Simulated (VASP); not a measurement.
# PtSe2 (P-3m1) in VASP: further runs

PtSe2 is run at these levels: PBEsol; tasks: single point, relaxation of cell and atoms.

Everything below comes from runs of VASP 6.6.1. Logs are shortened: lines on timing, memory, paths and dates and some standing lists are left out, and cuts for length are marked.

### 1 The cell of the first run

It takes space group P-3m1 (No. 164, trigonal). Conventional cell: a = 3.761 Å, b = 3.761 Å, c = 4.859 Å, α = 90.00°, β = 90.00°, γ = 120.00°. Within 3.3 Å of Pt (site symmetry -3m) lie 6 Se at 2.51 Å. Within 3.3 Å of Se (site symmetry 3m) lie 3 Pt at 2.51 Å and 3 Se at 3.18 Å.

### 2 Single point, PBEsol

File INCAR:

```
SYSTEM = PtSe2
PREC = Accurate ; ENCUT = 520
EDIFF = 1E-7 ; ISMEAR = -1
SIGMA = 0.15 ; LREAL = .FALSE.
LASPH = .TRUE. ; NELM = 100
ALGO = Normal ; ISIF = 2
LWAVE = .FALSE. ; LCHARG = .FALSE.
GGA = PS ; NBANDS = 18
```

File KPOINTS:

```
regular mesh
0
G
  12 12 8
  0 0 0
```

File POSCAR:

```
PtSe2
1.0
    3.7607971118      0.0000000000      0.0000000000
   -1.8803985559      3.2569458373      0.0000000000
    0.0000000000      0.0000000000      4.8587327380
Pt Se
1 2
Direct
    0.0000000000      0.0000000000      0.0000000000
    0.3333333333      0.6666666667      0.2611754914
    0.6666666667      0.3333333333      0.7388245086
```

Potentials or basis: VASP PAW PBE potentials, release 64 (Pt, Se).

Launch:

```
cat potpaw_PBE.64/Pt/POTCAR potpaw_PBE.64/Se/POTCAR > POTCAR
mpirun -np 1 vasp_std > vasp.out
```

OUTCAR:

```text
SYSTEM = PtSe2
   PREC = Accurate
   ENCUT = 520
   EDIFF = 1E-7
   ISMEAR = -1
   LREAL = .FALSE.
   LASPH = .TRUE.
   NELM = 100
   ISIF = 2
   GGA = PS

 ion  position               nearest neighbor table
   1  0.000  0.000  0.000-   2 2.51   3 2.51   3 2.51   2 2.51   3 2.51   2 2.51
   2  0.333  0.667  0.261-   1 2.51   1 2.51   1 2.51
   3  0.667  0.333  0.739-   1 2.51   1 2.51   1 2.51

  LATTYP: Found a hexagonal cell.
 ALAT       =     3.7607971118
 C/A-ratio  =     1.2919422648

  Lattice vectors:

 A1 = (   3.7607971118,   0.0000000000,   0.0000000000)
 A2 = (  -1.8803985559,   3.2569458373,   0.0000000000)
 A3 = (   0.0000000000,   0.0000000000,   4.8587327380)

Analysis of symmetry for initial positions (statically):
=====================================================================
 Subroutine PRICEL returns:
 Original cell was already a primitive cell.

 Routine SETGRP: Setting up the symmetry group for a
 hexagonal supercell.

 Subroutine GETGRP returns: Found 12 space group operations
 (whereof 12 operations were pure point group operations)
 out of a pool of 24 trial point group operations.

The static configuration has the point symmetry D_3d.

Analysis of symmetry for dynamics (positions and initial velocities):
=====================================================================
 Subroutine PRICEL returns:
 Original cell was already a primitive cell.

 Routine SETGRP: Setting up the symmetry group for a
 hexagonal supercell.

 Subroutine GETGRP returns: Found 12 space group operations
 (whereof 12 operations were pure point group operations)
 out of a pool of 24 trial point group operations.

The dynamic configuration has the point symmetry D_3d.

 Subroutine INISYM returns: Found 12 space group operations
 (whereof 12 operations are pure point group operations),
 and found     1 'primitive' translations

----------------------------------------------------------------------------------------

                                     Primitive cell

  volume of cell :      59.5132

  direct lattice vectors                    reciprocal lattice vectors
     3.760797112  0.000000000  0.000000000     0.265901076  0.153518058  0.000000000
[... 76 lines left out ...]
   NGX,Y,Z   is equivalent  to a cutoff of  12.38, 12.38, 12.32 a.u.
   NGXF,Y,Z  is equivalent  to a cutoff of  24.75, 24.75, 24.64 a.u.
 SYSTEM =  PtSe2
   PREC   = accura    normal or accurate (medium, high low for compatibility)
   ISTART =      0    job   : 0-new  1-cont  2-samecut
   ICHARG =      2    charge: 1-file 2-atom 10-const
   ISPIN  =      1    spin polarized calculation?
   LNONCOLLINEAR =      F non collinear calculations
   LSORBIT =      F    spin-orbit coupling
   LASPH  =      T    aspherical Exc in radial PAW
   ENCUT  =  520.0 eV  38.22 Ry    6.18 a.u.   6.99  6.99  9.03*2*pi/ulx,y,z
   NELM   =    100;   NELMIN=  2; NELMDL= -5     # of ELM steps
   EDIFF  = 0.1E-06   stopping-criterion for ELM
   LREAL  =      F    real-space projection
   EDIFFG = 0.1E-05   stopping-criterion for IOM
   NSW    =      0    number of steps for IOM
   IBRION =     -1    ionic relax: 0-MD 1-quasi-New 2-CG
   NFREE  =      0    steps in history (QN), initial steepest desc. (CG)
   ISIF   =      2    stress and relaxation
   ISYM   =      2    0-nonsym 1-usesym 2-fastsym
   POTIM  = 0.5000    time-step for ionic-motion
   TEBEG  =    0.0;   TEEND  =   0.0 temperature during run
   PSTRESS=    0.0 pullay stress
   NELECT =      22.0000    total number of electrons
   NUPDOWN=      -1.0000    fix difference up-down
   EMIN   =  10.00;   EMAX   =-10.00  energy-range for DOS
   EFERMI =   0.00;   METHOD = LEGACY
   ISMEAR =    -1;   SIGMA  =   0.15  broadening in eV -4-tet -1-fermi 0-gaus
   EFERMI_NEDOS =   21; number of points for ismear=-14 and -15
   IALGO  =     38    algorithm
   IMIX   =      4    mixing-type and parameters
     AMIX     =   0.40;   BMIX     =  1.00
     AMIX_MAG =   1.60;   BMIX_MAG =  1.00
  volume/ion in A,a.u.               =      19.84       133.87
  Fermi-wavevector in a.u.,A,eV,Ry     =   1.174928  2.220292 18.782240  1.380456
  Thomas-Fermi vector in A             =   2.311317
   LORBIT       =      0    0 simple, 1 ext, 2 COOP (PROOUT), +10 PAW based schemes
   GGA     = PS    functional components
   LHFCALC =     F    Hartree Fock is set to
   AEXX    =    0.0000 exact exchange contribution
   IVDW    =     0    specifies the selected vdW correction
   LEPSILON=     F    determine dielectric tensor
   LRPA    =     F    only Hartree local field effects (RPA)
 non-spin polarized calculation
  energy-cutoff  :      520.00
  volume of cell :       59.51
 maximum number of plane-waves:      1620
   NGX = 13   NGY = 13   NGZ = 19

 number of electron      21.9999997 magnetization

 Free energy of the ion-electron system (eV)
  ---------------------------------------------------
  ext. energy  EPLUGINS =         0.00000000
  ---------------------------------------------------
  free energy    TOTEN  =       -15.93447083 eV

  energy without entropy =      -15.87466965  energy(sigma->0) =      -15.90457024

 E-fermi :   6.5040     XC(G=0): -10.9659

 val. band max:        6.4861020115   @ k =   0.0833   0.0833   0.0000
 cond. band min:       6.5042663286   @ k =   0.0833  -0.0000   0.1250
 fundamental gap:      0.0181643171
 Fermi energy:         6.5039962201

 k-point     1 :       0.0000    0.0000    0.0000
  band No.  band energies     occupation
      1      -9.1498      2.00000
      2      -6.0681      2.00000
      3      -0.6114      2.00000
      4       0.2370      2.00000
      5       0.2370      2.00000
      6       2.7268      2.00000
[... 481 lines left out ...]
      5       0.7398      2.00000
      6       2.0574      2.00000
[... 10 lines left out ...]
     17      15.1240      0.00000
     18      15.1495      0.00000

 [... further k-points ...]
[... 5 lines left out ...]
  --------------------------------------------------------------------------------------
  -------------------------------------------------------------------------------------
  Total        0.0356762      0.0356762      0.0160235      0.0000000      0.0000000      0.0000000
  in kB        0.9604511      0.9604511      0.4313747      0.0000000      0.0000000      0.0000000
  external PRESSURE =       0.7840923 kB  Pullay stress =       0.0000000 kB

 VOLUME and BASIS-vectors are now :
 -----------------------------------------------------------------------------
  energy-cutoff  :      520.00
  volume of cell :       59.51
      direct lattice vectors                 reciprocal lattice vectors
     3.760797112  0.000000000  0.000000000     0.265901076  0.153518058  0.000000000
    -1.880398556  3.256945837  0.000000000     0.000000000  0.307036116  0.000000000
     0.000000000  0.000000000  4.858732738     0.000000000  0.000000000  0.205814984

 POSITION                                       TOTAL-FORCE (eV/Angst)
 -----------------------------------------------------------------------------------
      0.00000      0.00000      0.00000         0.000000      0.000000     -0.000000
     -0.00000      2.17130      1.26898        -0.000000     -0.000000      0.014126
      1.88040      1.08565      3.58975         0.000000      0.000000     -0.014126
 -----------------------------------------------------------------------------------
    total drift:                                0.000000     -0.000000      0.000000

  FREE ENERGIE OF THE ION-ELECTRON SYSTEM (eV)
  ---------------------------------------------------
  free  energy   TOTEN  =       -15.9344708253 eV

  energy  without entropy=      -15.8746696480  energy(sigma->0) =      -15.90457024
```

It took 2.4 min on 1 thread of AMD EPYC 7R43 (Zen 3), shared host; peak memory 0.24 GiB.

What came out:

```yaml
Free_energy: -15.9345 eV
Pressure: 0.1 GPa
Largest_force: 0.014 eV/Å
Band_gap_on_the_k_mesh: zero (band 11 reaches 7.31 eV, above the bottom of band 12 at 6.54 eV)
```

Forces in eV/Å, atoms in the order of the input:
```
Pt   0.000  0.000  0.000
Se   0.000  0.000  0.014
Se   0.000  0.000 -0.014
```

Caveat: the PAW data sets were made with another functional, which shifts forces and pressure a little; spin-orbit coupling is left out, which moves the levels of the heavy elements.

### 3 Single point, PBEsol

File INCAR:

```
SYSTEM = PtSe2
PREC = Accurate ; ENCUT = 520
EDIFF = 1E-6 ; ISMEAR = 0
SIGMA = 0.1 ; LREAL = .False.
LASPH = .True. ; NELM = 100
ALGO = Normal ; ISIF = 2
LWAVE = .False. ; LCHARG = .False.
GGA = PS ; NBANDS = 18
```

File KPOINTS:

```
Automatic mesh
0
Gamma
  15 15 8
  0 0 0
```

File POSCAR:

```
PtSe2
1.0
    3.7603065558      0.0000000000      0.0000000000
   -1.8801532779      3.2565210034      0.0000000000
    0.0000000000      0.0000000000      4.8632388278
Pt Se
1 2
Direct
    0.0000000000      0.0000000000      0.0000000000
    0.3333333333      0.6666666667      0.2607784633
    0.6666666667      0.3333333333      0.7392215367
```

Potentials or basis: VASP PAW PBE potentials, release 64 (Pt, Se).

Launch:

```
cat potpaw_PBE.64/Pt/POTCAR potpaw_PBE.64/Se/POTCAR > POTCAR
mpirun -np 1 vasp_std > vasp.out
```

Run time: 1.8 min. Hardware: 1 thread of Intel Xeon Platinum 8259CL at 2.50GHz (Skylake/Cascade Lake), shared host; peak memory 0.33 GiB.

The run converged. Its results:

- Free energy: -15.9079 eV
- Pressure: 0.1 GPa
- Largest force: 0.015 eV/Å
- Band gap on the k mesh: zero (band 11 reaches 7.30 eV, above the bottom of band 12 at 6.48 eV)

Forces on the atoms (eV/Å):
```
Pt   0.000  0.000  0.000
Se   0.000  0.000  0.015
Se   0.000  0.000 -0.015
```

Levels at points of the mesh, in eV from the Fermi level:
| k point | band 7 | band 8 | band 9 | band 10 | band 11 | band 12 | band 13 | band 14 | band 15 | band 16 |
| --- | --- | --- | --- | --- | --- | --- | --- | --- | --- | --- |
| (0.00, 0.00, 0.00) | -3.85 | -2.47 | -1.01 | -1.01 | 0.75 | 1.20 | 1.20 | 3.28 | 4.07 | 7.21 |
| (0.00, 0.00, 0.50) | -3.90 | -2.93 | -1.67 | -1.64 | -1.64 | 2.36 | 2.36 | 4.87 | 6.44 | 6.55 |

Caveat: the PAW data sets were made with another functional, which shifts forces and pressure a little; spin-orbit coupling is left out, which moves the levels of the heavy elements.

### 4 Relaxation of cell and atoms, PBEsol

This run uses another cell than the first one, of 20.27 Å³/atom, 1.022 times its volume.

File INCAR:

```
ALGO     = Normal         # electronic algorithm
EDIFF    = 1E-6           # SCF threshold, eV
EDIFFG   = -0.005         # ionic threshold
ENCUT    = 600            # plane-wave cutoff, eV
GGA      = PS             # functional
IBRION   = 2              # ionic algorithm
ISIF     = 3              # what is computed and relaxed
ISMEAR   = 0              # smearing method
LASPH    = True           # aspherical terms in the spheres
LCHARG   = False          # write CHGCAR
LREAL    = False          # projectors in reciprocal space
LWAVE    = False          # write WAVECAR
NELM     = 100            # most SCF steps
NSW      = 100            # ionic steps
PREC     = Accurate       # precision mode
SIGMA    = 0.1            # smearing width, eV
```

File KPOINTS:

```
k-points
0
Gamma
  15 15 8
```

File POSCAR:

```
PtSe2
1.0
    3.7240006046      0.0000000000      0.0000000000
   -1.8620003023      3.2250791273      0.0000000000
    0.0000000000      0.0000000000      5.0620000000
Pt Se
1 2
Direct
    0.0000000000      0.0000000000      0.0000000000
    0.3333333333      0.6666666667      0.2500000000
    0.6666666667      0.3333333333      0.7500000000
```

Potentials or basis: VASP PAW PBE potentials, release 64 (Pt, Se).

Launch:

```
cat potpaw_PBE.64/Pt/POTCAR potpaw_PBE.64/Se/POTCAR > POTCAR
mpirun -np 1 vasp_std > vasp.out
```

OUTCAR:

```text
EDIFF = 1E-6
   EDIFFG = -0.005
   ENCUT = 600
   GGA = PS
   IBRION = 2
   ISIF = 3
   ISMEAR = 0
   LASPH = True
   LREAL = False
   NELM = 100
   NSW = 100
   PREC = Accurate

 ion  position               nearest neighbor table
   1  0.000  0.000  0.000-   2 2.49   3 2.49   3 2.49   2 2.49   3 2.49   2 2.49
   2  0.333  0.667  0.250-   1 2.49   1 2.49   1 2.49
   3  0.667  0.333  0.750-   1 2.49   1 2.49   1 2.49

  LATTYP: Found a hexagonal cell.
 ALAT       =     3.7240006046
 C/A-ratio  =     1.3592908642

  Lattice vectors:

 A1 = (   3.7240006046,   0.0000000000,   0.0000000000)
 A2 = (  -1.8620003023,   3.2250791273,   0.0000000000)
 A3 = (   0.0000000000,   0.0000000000,   5.0620000000)

Analysis of symmetry for initial positions (statically):
=====================================================================
 Subroutine PRICEL returns:
 Original cell was already a primitive cell.

 Routine SETGRP: Setting up the symmetry group for a
 hexagonal supercell.

 Subroutine GETGRP returns: Found 12 space group operations
 (whereof 12 operations were pure point group operations)
 out of a pool of 24 trial point group operations.

The static configuration has the point symmetry D_3d.

Analysis of symmetry for dynamics (positions and initial velocities):
=====================================================================
 Subroutine PRICEL returns:
 Original cell was already a primitive cell.

 Routine SETGRP: Setting up the symmetry group for a
 hexagonal supercell.

 Subroutine GETGRP returns: Found 12 space group operations
 (whereof 12 operations were pure point group operations)
 out of a pool of 24 trial point group operations.

The dynamic configuration has the point symmetry D_3d.

 Subroutine INISYM returns: Found 12 space group operations
[... 146 lines left out ...]
  ---------------------------------------------------
  free energy    TOTEN  =       -15.88768638 eV

  energy without entropy =      -15.88446187  energy(sigma->0) =      -15.88607412

------------------------ aborting loop because EDIFF is reached ----------------------------------------

  FORCE on cell =-STRESS in cart. coord.  units (eV):
  Direction    XX          YY          ZZ          XY          YZ          ZX
  --------------------------------------------------------------------------------------
  -------------------------------------------------------------------------------------
  Total        1.0532841      1.0532841      0.4630560      0.0000000      0.0000000      0.0000000
  in kB       27.7577238     27.7577238     12.2031474      0.0000000      0.0000000      0.0000000
  external PRESSURE =      22.5728650 kB  Pullay stress =       0.0000000 kB
[... 92 lines left out ...]
  FREE ENERGIE OF THE ION-ELECTRON SYSTEM (eV)
  ---------------------------------------------------
  free  energy   TOTEN  =       -15.8965441655 eV

  energy  without entropy=      -15.8932013266  energy(sigma->0) =      -15.89487275

[... ionic steps 4 to 13 ...]

--------------------------------------- Ionic step       14  -------------------------------------------

 number of electron      22.0000003 magnetization

------------------------ aborting loop because EDIFF is reached ----------------------------------------
[... 69 lines left out ...]
--------------------------------------- Ionic step       16  -------------------------------------------

 number of electron      22.0000003 magnetization

 Free energy of the ion-electron system (eV)
  ---------------------------------------------------
  ext. energy  EPLUGINS =         0.00000000
  ---------------------------------------------------
  free energy    TOTEN  =       -15.90808213 eV

  energy without entropy =      -15.90462968  energy(sigma->0) =      -15.90635591

 E-fermi :   6.5564     XC(G=0): -10.9637

 val. band max:        6.5545255165   @ k =  -0.2000  -0.4667   0.1250
 cond. band min:       6.5754650049   @ k =   0.3333   0.2667   0.0000
 fundamental gap:      0.0209394884
 Fermi energy:         6.5564019989

 k-point     1 :       0.0000    0.0000    0.0000
  band No.  band energies     occupation
      1      -9.1475      2.00000
      2      -6.0649      2.00000
      3      -0.6103      2.00000
      4       0.2286      2.00000
      5       0.2286      2.00000
      6       2.7129      2.00000
      7       2.7129      2.00000
      8       4.0923      2.00000
      9       5.5471      2.00000
     10       5.5471      2.00000
     11       7.3155      0.00000
     12       7.7509      0.00000
     13       7.7509      0.00000
     14       9.8304      0.00000
[... 401 lines left out ...]
      2      -7.0360      2.00000
      3      -0.4772      2.00000
      4       0.6315      2.00000
      5       1.0773      2.00000
      6       1.6769      2.00000
      7       2.1692      2.00000
      8       3.0754      2.00000
      9       3.6786      2.00000
     10       3.9988      2.00000
     11       5.0707      2.00000
     12       6.6863      0.06628
     13       7.4048      0.00000
     14      10.7345      0.00000
     15      13.2982      0.00000

 [... further k-points ...]
[... 5 lines left out ...]
  --------------------------------------------------------------------------------------
  -------------------------------------------------------------------------------------
  Total       -0.0063274     -0.0063274      0.0015042      0.0000000     -0.0000000      0.0000000
  in kB       -0.1703115     -0.1703115      0.0404869      0.0000000     -0.0000000      0.0000000
  external PRESSURE =      -0.1000454 kB  Pullay stress =       0.0000000 kB
[... 18 lines left out ...]
  FREE ENERGIE OF THE ION-ELECTRON SYSTEM (eV)
  ---------------------------------------------------
  free  energy   TOTEN  =       -15.9080821308 eV

  energy  without entropy=      -15.9046296834  energy(sigma->0) =      -15.90635591

 reached required accuracy - stopping structural energy minimisation
```

Run time: 20 min. Hardware: 1 thread of Intel Xeon Platinum 8259CL at 2.50GHz (Skylake/Cascade Lake), shared host; peak memory 0.38 GiB.

What came out:

```yaml
Free_energy: -15.9081 eV
Relaxed_volume: 19.84 Å³/atom
Relaxed_cell: a = 3.761 Å, b = 3.761 Å, c = 4.859 Å, α = 90.00°, β = 90.00°, γ = 120.00°
Space_group_after_relaxing_to_0.05_Å: P-3m1 (No. 164)
Energy_gained_by_relaxing: 6.8 meV/atom
Ionic_steps: 16
Pressure_after_relaxing: 0.0 GPa
Band_gap_on_the_k_mesh: zero (band 11 reaches 7.32 eV, above the bottom of band 12 at 6.48 eV)
```

Step by step:
```csv
step,energy change (eV),largest force (eV/Å),pressure (GPa),volume (Å³)
1,0.0000,0.3215,2.26,60.80
2,0.0157,0.3042,-4.03,63.34
3,-0.0089,0.0738,-0.28,61.73
4,-0.0089,0.0787,-0.23,61.71
5,-0.0104,0.0792,-0.22,61.54
6,-0.0144,0.0799,-0.17,61.02
7,-0.0195,0.0693,0.01,59.97
8,-0.0073,0.0107,0.82,57.84
9,-0.0197,0.0827,0.21,59.67
10,-0.0168,0.1640,-1.50,59.96
11,-0.0201,0.0204,-0.24,59.74
12,-0.0201,0.0319,0.17,59.32
13,-0.0204,0.0053,-0.03,59.53
14,-0.0204,0.0047,-0.04,59.53
15,-0.0204,0.0201,0.16,59.48
16,-0.0204,0.0001,-0.01,59.52
```

Final structure:
```
Pt Se
1.0
     3.76121    0.00000    0.00000
    -1.88061    3.25731    0.00000
     0.00000    0.00000    4.85854
Pt Se
1 2
Direct
  0.00000 0.00000 0.00000
  0.33333 0.66667 0.26116
  0.66667 0.33333 0.73884
```

Caveat: the PAW data sets were made with another functional, which shifts forces and pressure a little; spin-orbit coupling is left out, which moves the levels of the heavy elements.

### 5 Overview

| task | cell | k mesh | cutoff (eV) | smearing | gap on the mesh (eV) | pressure (GPa) | largest force (eV/Å) |
| --- | --- | --- | --- | --- | --- | --- | --- |
| single point | a = 3.761, b = 3.761, c = 4.859 Å, angles 90.0, 90.0, 120.0°, 3 atoms | 12 × 12 × 8 | 520 | fermi-dirac 0.15 eV | none | 0.1 | 0.01 |
| single point | a = 3.760, b = 3.760, c = 4.863 Å, angles 90.0, 90.0, 120.0°, 3 atoms | 15 × 15 × 8 | 520 | gaussian 0.1 eV | none | 0.1 | 0.02 |
| relaxation of cell and atoms | relaxed from a = 3.724, b = 3.724, c = 5.062 Å, angles 90.0, 90.0, 120.0°, 3 atoms | 15 × 15 × 8 | 600 | gaussian 0.1 eV | none | 0.0 | - |

Alike in all rows: level PBEsol; potentials or basis VASP PAW PBE potentials, release 64 (Pt, Se); no spin polarisation.

Caveats: the PAW data sets were made with another functional, which shifts forces and pressure a little; spin-orbit coupling is left out, which moves the levels of the heavy elements.

Total energies depend on the potentials used, so only differences within one code and one set of settings carry meaning.
